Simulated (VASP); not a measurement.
# WSe2: single point with RPBE

WSe2, a sheet with vacuum:

```
Se W
1.0
     3.32763    0.00000    0.00000
    -1.66381   -2.88181    0.00000
     0.00000    0.00000  -19.36401
Se W
2 1
Cartesian
  0.0000 0.0000 -8.0000
  0.0000 0.0000 -11.3640
  1.6638 -0.9606 -9.6320
```

This cell differs from its parent crystal: last atom moved by 0.05 Å along z.

```
Program                : VASP 6.6.1
Task                   : single point
Functional             : RPBE
Potentials or basis    : VASP PAW PBE potentials, release 64 (Se, W_sv)
Cutoff                 : 290 eV
k mesh                 : 8 × 8 × 1
Occupations            : gaussian, width 0.03 eV
Spin                   : no spin polarisation
Tolerance level        : standard
Dipole correction      : yes
Purpose                : forces
Further INCAR settings : ALGO = Normal; EDIFF = 1e-06; ISIF = 0
```

- Largest force: 1.387 eV/Å
- Band gap on the k mesh: 1.91 eV

Forces in eV/Å, atoms in the order of the input:
```
Se   0.000  0.000  0.851
Se   0.000  0.000  0.537
W    0.000  0.000 -1.387
```

Levels at points of the mesh, in eV from the valence-band top:
```
           k point  band 11  band 12  band 13  band 14  band 15  band 16
(0.00, 0.00, 0.00)    -1.05    -1.05    -0.13     2.94     2.94     3.28
(0.50, 0.00, 0.00)    -1.97    -0.82    -0.80     2.48     2.85     3.80
```

Wall time 12 s on 1 thread of Intel(R) Xeon(R) 6975P-C (Granite Rapids) (shared host), peak memory 0.18 GiB.

Caveat: the cell differs from its parent crystal (last atom moved by 0.05 Å along z); the PAW data sets were made with another functional, which shifts forces and pressure a little; spin-orbit coupling is left out, which moves the levels of the heavy elements.
